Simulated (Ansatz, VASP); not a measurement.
**One calculation of BAs, two programs**

```
CELL_PARAMETERS angstrom
0.00000 2.40432 2.40432
2.40432 0.00000 2.40432
2.40432 2.40432 0.00000
ATOMIC_POSITIONS crystal
As 0.75000 0.75000 0.75000
B 0.00000 0.00000 0.00000
```

Alike in both runs: task single point; functional RPBE; k mesh 10 × 10 × 10; occupations fermi-dirac, width 0.05 eV; no spin polarisation.

|  | VASP | Ansatz |
| --- | --- | --- |
| version | VASP 6.6.1 | Ansatz 0.2.0 |
| potentials or method | VASP PAW PBE potentials, release 64 (As, B) | Ansatz PAW |
| plane-wave cutoff (eV) | 520 | 420 |
| valence electrons in the cell | 8 | 18 |

Ansatz gave:

| Quantity | Value |
| --- | --- |
| gap on the k mesh at the Fermi level (eV) | 1.24 |
| least direct gap on the mesh (eV) | 3.26 |
| pressure (GPa) | 2.6 |

Q: Estimate VASP's values.

A: gap on the k mesh at the Fermi level (eV): 1.23; least direct gap on the mesh (eV): 3.25; pressure (GPa): 3.2.

VASP's potentials were made for PBE, not for RPBE. The functional is the same, so the differences come from potentials, cutoffs and numerics. VASP's potentials hold 8 valence electrons a cell and Ansatz's 18, so a difference there can come from the potentials and not from the codes.
